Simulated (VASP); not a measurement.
A run of VASP 6.6.1 is set up as follows.

The input INCAR:

```
PREC = Accurate
ENCUT = 520
EDIFF = 1E-6
ISMEAR = -1
SIGMA = 0.05
LREAL = False
LASPH = True
NELM = 100
ALGO = Normal
ISIF = 2
LWAVE = False
LCHARG = False
LDIPOL = True
IDIPOL = 3
DIPOL = 0.5 0.5 0.500
GGA = PS
NBANDS = 16
```

KPOINTS

```
Automatic mesh
0
Gamma
  14 10 1
```

File POSCAR:

```
Al
1.0
    2.8394161666      0.0000000000      0.0000000000
    0.0000000000      4.0155408520      0.0000000000
    0.0000000000      0.0000000000     21.6788000000
Al
5
Direct
    0.0000000000      0.0000000000      0.3726219598
    0.5000000000      0.5000000000      0.4346497442
    0.0000000000      0.0000000000      0.4999999991
    0.5000000000      0.5000000000      0.5653502572
    0.0000000000      0.0000000000      0.6273780397
```

Potentials or basis: VASP PAW PBE potentials, release 64 (Al).

Command:

```console
$ cat potpaw_PBE.64/Al/POTCAR > POTCAR
$ mpirun -np 1 vasp_std > vasp.out
```

(1) What does it give for the largest force?

(2) Predict the band gap on the k mesh.

## Answers

(1) 0.014 eV/Å.

(2) zero (an odd number of electrons rules out a gap without spin polarisation).

Caveat: the PAW data sets were made with another functional, which shifts forces and pressure a little.
